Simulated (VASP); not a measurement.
Here is a VASP 6.6.1 calculation.

INCAR

```
  PREC = Accurate
  ENCUT = 520
  EDIFF = 1E-6
  ISMEAR = -1
  SIGMA = 0.08
  LREAL = False
  LASPH = True
  NELM = 60
  ALGO = Normal
  ISIF = 2
  LWAVE = False
  LCHARG = False
  GGA = PE
  NBANDS = 15
```

KPOINTS

```
regular mesh
0
Gamma
  11 11 11
```

File POSCAR:

```
KBr
1.0
    0.0000000000      3.6517201777      3.6517201777
    3.6517201777      0.0000000000      3.6517201777
    3.6517201777      3.6517201777      0.0000000000
K Br
1 1
Direct
    0.0000000000      0.0000000000      0.0000000000
    0.2500000000      0.2500000000      0.2500000000
```

Potentials or basis: VASP PAW PBE potentials, release 64 (K_sv, Br).

Launch:

```bash
$ cat potpaw_PBE.64/K_sv/POTCAR potpaw_PBE.64/Br/POTCAR > POTCAR
$ mpirun -np 1 vasp_std > vasp.out
```

Task: Estimate the pressure.

Result: 0.6 GPa.

Task: Estimate the band gap on the k mesh.

Result: 4.33 eV, indirect (least direct gap 4.35 eV).

 A k mesh can miss the band edges.
